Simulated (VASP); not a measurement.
# Co (P6_3/mmc) in VASP: notebook

Aim: see how the results for Co move with the level of theory and the settings. Levels: PBE, r2SCAN+D3(BJ). Tasks: single point.

Everything below comes from runs of VASP 6.6.1. Logs are shortened: lines on timing, memory, paths and dates and some standing lists are left out, and cuts for length are marked.

**1. The cell of the first run**

The structure is hexagonal, space group P6_3/mmc (No. 194). The conventional cell has a = 2.471 Å, b = 2.471 Å, c = 8.088 Å, α = 90.00°, β = 90.00°, γ = 120.00°. Within 3.3 Å of Co (site symmetry -6m2) lie 12 Co at 2.47 Å. Within 3.3 Å of Co (site symmetry -3m) lie 12 Co at 2.47 Å.

**2. Single point, PBE, collinear spin, zero start**

INCAR

```
PREC = Accurate
ENCUT = 600
EDIFF = 1E-6
ISMEAR = -1
SIGMA = 0.05
LREAL = F
LASPH = T
NELM = 200
ALGO = Normal
ISIF = 2
LWAVE = F
LCHARG = F
ISPIN = 2
MAGMOM = 0 0 0 0
LORBIT = 11
NUPDOWN = 0.0
LMAXMIX = 4
GGA = PE
NBANDS = 46
GGA_COMPAT = F
```

KPOINTS

```
regular mesh
0
Gamma
  10 10 3
```

POSCAR

```
Co
1.0
    2.4705617809      0.0000000000      0.0000000000
   -1.2352808905      2.1395692639      0.0000000000
    0.0000000000      0.0000000000      8.0882338000
Co
4
Direct
    0.6666666667      0.3333333333      0.7500000000
    0.0000000000      0.0000000000      0.5000000000
    0.3333333333      0.6666666667      0.2500000000
    0.0000000000      0.0000000000      0.0000000000
```

Potentials or basis: VASP PAW PBE potentials, release 64 (Co_sv).

Command:

```console
$ cat potpaw_PBE.64/Co_sv/POTCAR > POTCAR
$ mpirun -np 1 vasp_std > vasp.out
```

OUTCAR:

```text
PREC = Accurate
   ENCUT = 600
   EDIFF = 1E-6
   ISMEAR = -1
   LREAL = F
   LASPH = T
   NELM = 200
   ISIF = 2
   ISPIN = 2
   LORBIT = 11
   NUPDOWN = 0.0
   GGA = PE

 ion  position               nearest neighbor table
   1  0.667  0.333  0.750-   2 2.47   4 2.47   2 2.47   4 2.47   2 2.47   4 2.47
   2  0.000  0.000  0.500-   1 2.47   3 2.47   1 2.47   3 2.47   1 2.47   3 2.47
   3  0.333  0.667  0.250-   2 2.47   4 2.47   2 2.47   4 2.47   2 2.47   4 2.47
   4  0.000  0.000  0.000-   1 2.47   3 2.47   1 2.47   3 2.47   1 2.47   3 2.47

  LATTYP: Found a hexagonal cell.
 ALAT       =     2.4705617809
 C/A-ratio  =     3.2738439745

  Lattice vectors:

 A1 = (   2.4705617809,   0.0000000000,   0.0000000000)
 A2 = (  -1.2352808905,   2.1395692639,   0.0000000000)
 A3 = (   0.0000000000,   0.0000000000,   8.0882338000)

Analysis of symmetry for initial positions (statically):
=====================================================================
 Subroutine PRICEL returns:
 Original cell was already a primitive cell.

 Routine SETGRP: Setting up the symmetry group for a
 hexagonal supercell.

 Subroutine GETGRP returns: Found 24 space group operations
 (whereof 12 operations were pure point group operations)
 out of a pool of 24 trial point group operations.

The static configuration has the point symmetry D_3d.
 The point group associated with its full space group is D_6h.

Analysis of symmetry for dynamics (positions and initial velocities):
=====================================================================
 Subroutine PRICEL returns:
 Original cell was already a primitive cell.

 Routine SETGRP: Setting up the symmetry group for a
 hexagonal supercell.

 Subroutine GETGRP returns: Found 24 space group operations
 (whereof 12 operations were pure point group operations)
 out of a pool of 24 trial point group operations.

The dynamic configuration has the point symmetry D_3d.
 The point group associated with its full space group is D_6h.

Analysis of structural, dynamic, and magnetic symmetry:
=====================================================================
 Subroutine PRICEL returns:
 Original cell was already a primitive cell.

 Routine SETGRP: Setting up the symmetry group for a
 hexagonal supercell.

 Subroutine GETGRP returns: Found 24 space group operations
 (whereof 12 operations were pure point group operations)
 out of a pool of 24 trial point group operations.

The overall configuration has the point symmetry D_3d.
 The point group associated with its full space group is D_6h.

 Subroutine INISYM returns: Found 24 space group operations
 (whereof 12 operations are pure point group operations),
 and found     1 'primitive' translations

----------------------------------------------------------------------------------------

                                     Primitive cell

  volume of cell :      42.7539

  direct lattice vectors                    reciprocal lattice vectors
     2.470561781  0.000000000  0.000000000     0.404766239  0.233691897  0.000000000
    -1.235280890  2.139569264  0.000000000     0.000000000  0.467383794  0.000000000
     0.000000000  0.000000000  8.088233800     0.000000000  0.000000000  0.123636386

  length of vectors
     2.470561781  2.470561781  8.088233800     0.467383794  0.467383794  0.123636386

  position of ions in fractional coordinates (direct lattice)
     0.666666667  0.333333333  0.750000000
     0.000000000  0.000000000  0.500000000
     0.333333333  0.666666667  0.250000000
     0.000000000  0.000000000  0.000000000

  ion indices of the primitive-cell ions
   primitive index   ion index
                 1           1
                 2           2
                 3           3
                 4           4

----------------------------------------------------------------------------------------

 KPOINTS: regular mesh

Automatic generation of k-mesh.
 Grid dimensions read from file:
 generate k-points for:   10   10    3

 Generating k-lattice:

  Cartesian coordinates                     Fractional coordinates (reciprocal lattice)
     0.040476624  0.023369190  0.000000000     0.100000000 -0.000000000  0.000000000
     0.000000000  0.046738379  0.000000000     0.000000000  0.100000000  0.000000000
     0.000000000  0.000000000  0.041212129     0.000000000  0.000000000  0.333333333

  Length of vectors
     0.046738379  0.046738379  0.041212129

  Shift w.r.t. Gamma in fractional coordinates (k-lattice)
     0.000000000  0.000000000  0.000000000

 Subroutine IBZKPT returns following result:
 ===========================================

 Found     28 irreducible k-points:

 Following reciprocal coordinates:
            Coordinates               Weight
  0.000000  0.000000  0.000000      1.000000
  0.100000  0.000000  0.000000      6.000000
  0.200000  0.000000  0.000000      6.000000
  0.300000  0.000000  0.000000      6.000000
  0.400000  0.000000  0.000000      6.000000
  0.500000  0.000000  0.000000      3.000000
[... 16 lines left out ...]
  0.300000  0.100000  0.333333     24.000000
  0.400000  0.100000  0.333333     24.000000
 [... further k-points ...]
   k-points           NKPTS =     28   k-points in BZ     NKDIM =     28   number of bands    NBANDS=     46
   number of dos      NEDOS =    301   number of ions     NIONS =      4
   total plane-waves  NPLWV =  28000
   dimension x,y,z NGX =    20 NGY =   20 NGZ =   70
   dimension x,y,z NGXF=    40 NGYF=   40 NGZF=  140
   ions per type =               4
   NGX,Y,Z   is equivalent  to a cutoff of  13.46, 13.46, 14.39 a.u.
   NGXF,Y,Z  is equivalent  to a cutoff of  26.92, 26.92, 28.78 a.u.
 SYSTEM =  unknown system
   PREC   = accura    normal or accurate (medium, high low for compatibility)
   ISTART =      0    job   : 0-new  1-cont  2-samecut
   ICHARG =      2    charge: 1-file 2-atom 10-const
   ISPIN  =      2    spin polarized calculation?
   LNONCOLLINEAR =      F non collinear calculations
   LSORBIT =      F    spin-orbit coupling
   LASPH  =      T    aspherical Exc in radial PAW
   ENCUT  =  600.0 eV  44.10 Ry    6.64 a.u.   4.93  4.93 16.15*2*pi/ulx,y,z
   NELM   =    200;   NELMIN=  2; NELMDL= -5     # of ELM steps
   EDIFF  = 0.1E-05   stopping-criterion for ELM
   LREAL  =      F    real-space projection
   EDIFFG = 0.1E-04   stopping-criterion for IOM
   NSW    =      0    number of steps for IOM
   IBRION =     -1    ionic relax: 0-MD 1-quasi-New 2-CG
   NFREE  =      0    steps in history (QN), initial steepest desc. (CG)
   ISIF   =      2    stress and relaxation
   ISYM   =      2    0-nonsym 1-usesym 2-fastsym
   POTIM  = 0.5000    time-step for ionic-motion
   TEBEG  =    0.0;   TEEND  =   0.0 temperature during run
   PSTRESS=    0.0 pullay stress
   NELECT =      68.0000    total number of electrons
   NUPDOWN=       0.0000    fix difference up-down
   EMIN   =  10.00;   EMAX   =-10.00  energy-range for DOS
   EFERMI =   0.00;   METHOD = LEGACY
   ISMEAR =    -1;   SIGMA  =   0.05  broadening in eV -4-tet -1-fermi 0-gaus
   EFERMI_NEDOS =   21; number of points for ismear=-14 and -15
   IALGO  =     38    algorithm
   IMIX   =      4    mixing-type and parameters
     AMIX     =   0.40;   BMIX     =  1.00
     AMIX_MAG =   1.60;   BMIX_MAG =  1.00
  volume/ion in A,a.u.               =      10.69        72.13
  Fermi-wavevector in a.u.,A,eV,Ry     =   1.910964  3.611199 49.685539  3.651784
  Thomas-Fermi vector in A             =   2.947679
   LORBIT       =     11    0 simple, 1 ext, 2 COOP (PROOUT), +10 PAW based schemes
   GGA     = PE    functional components
   LHFCALC =     F    Hartree Fock is set to
   AEXX    =    0.0000 exact exchange contribution
   IVDW    =     0    specifies the selected vdW correction
   LEPSILON=     F    determine dielectric tensor
   LRPA    =     F    only Hartree local field effects (RPA)
 spin polarized calculation
  energy-cutoff  :      600.00
  volume of cell :       42.75
 maximum number of plane-waves:      1453
 NGX is ok and might be reduce to    20
   NGX =  9   NGY =  9   NGZ = 33

 number of electron      68.0000017 magnetization       0.0000000

 number of electron      68.0000017 magnetization      -0.0000000

 Free energy of the ion-electron system (eV)
  ---------------------------------------------------
  ext. energy  EPLUGINS =         0.00000000
  ---------------------------------------------------
  free energy    TOTEN  =       -27.65709854 eV

  energy without entropy =      -27.57393513  energy(sigma->0) =      -27.61551683

 E-fermi :  12.1659     XC(G=0): -14.0087

 val. band max:       12.1589861697   @ k =   0.3000   0.1000   0.3333
 cond. band min:      12.1791763361   @ k =   0.2000   0.2000   0.3333
 fundamental gap:      0.0201901664
 Fermi energy:        12.1659481398

 spin component 1

 k-point     1 :       0.0000    0.0000    0.0000
  band No.  band energies     occupation
      1     -82.9448      1.00000
      2     -82.9196      1.00000
      3     -82.9104      1.00000
      4     -82.8850      1.00000
      5     -46.3508      1.00000
      6     -46.1809      1.00000
[... 1165 lines left out ...]
     45      25.5808      0.00000
     46      26.2014      0.00000

 [... further k-points ...]

 spin component 2

 k-point     1 :       0.0000    0.0000    0.0000
  band No.  band energies     occupation
      1     -82.9448      1.00000
      2     -82.9196      1.00000
      3     -82.9104      1.00000
      4     -82.8850      1.00000
      5     -46.3508      1.00000
      6     -46.1809      1.00000
[... 1165 lines left out ...]
     45      25.5808      0.00000
     46      26.2021      0.00000

 [... further k-points ...]

------------------------ aborting loop because EDIFF is reached ----------------------------------------

  FORCE on cell =-STRESS in cart. coord.  units (eV):
  Direction    XX          YY          ZZ          XY          YZ          ZX
  --------------------------------------------------------------------------------------
  -------------------------------------------------------------------------------------
  Total       -3.1326516     -3.1326516     -3.3239443      0.0000000      0.0000000      0.0000000
  in kB     -117.3942734   -117.3942734   -124.5628545      0.0000000      0.0000000      0.0000000
  external PRESSURE =    -119.7838004 kB  Pullay stress =       0.0000000 kB

 VOLUME and BASIS-vectors are now :
 -----------------------------------------------------------------------------
  energy-cutoff  :      600.00
  volume of cell :       42.75
      direct lattice vectors                 reciprocal lattice vectors
     2.470561781  0.000000000  0.000000000     0.404766239  0.233691897  0.000000000
    -1.235280890  2.139569264  0.000000000     0.000000000  0.467383794  0.000000000
     0.000000000  0.000000000  8.088233800     0.000000000  0.000000000  0.123636386

 POSITION                                       TOTAL-FORCE (eV/Angst)
 -----------------------------------------------------------------------------------
      1.23528      0.71319      6.06618        -0.000000      0.000000     -0.000000
      0.00000      0.00000      4.04412         0.000000      0.000000     -0.000000
     -0.00000      1.42638      2.02206         0.000000     -0.000000      0.000000
      0.00000      0.00000      0.00000        -0.000000      0.000000     -0.000000
 -----------------------------------------------------------------------------------
    total drift:                                0.000000     -0.000000      0.000000

  FREE ENERGIE OF THE ION-ELECTRON SYSTEM (eV)
  ---------------------------------------------------
  free  energy   TOTEN  =       -27.6570985368 eV

  energy  without entropy=      -27.5739351275  energy(sigma->0) =      -27.61551683

 total charge

# of ion       s       p       d       tot
------------------------------------------
    1        2.246   6.120   6.701  15.067
    2        2.246   6.120   6.700  15.066
    3        2.246   6.120   6.701  15.067
    4        2.246   6.120   6.700  15.066
--------------------------------------------------
tot          8.985  24.481  26.802  60.268

 magnetization (x)

# of ion       s       p       d       tot
------------------------------------------
    1       -0.000  -0.000   0.000   0.000
    2       -0.000   0.000  -0.000  -0.000
    3       -0.000  -0.000   0.000   0.000
    4       -0.000   0.000  -0.000  -0.000
--------------------------------------------------
tot         -0.000   0.000   0.000   0.000
```

Run time: 83 s. Hardware: 1 thread of Intel Xeon 6975P-C (Granite Rapids), shared host; peak memory 0.24 GiB.

Results:

- Free energy: -27.6571 eV
- Pressure: -12.0 GPa
- Net moment: 0.00 μB per cell
- Valence electrons inside the program's atomic spheres: Co 15.07

Stress tensor (GPa, compression positive):
```
-11.74   0.00   0.00
  0.00 -11.74   0.00
  0.00   0.00 -12.46
```

Caveat: the cell stands under tension; the total moment is fixed, so each spin has its own Fermi level.

(Part 1 of 2 ends here.)
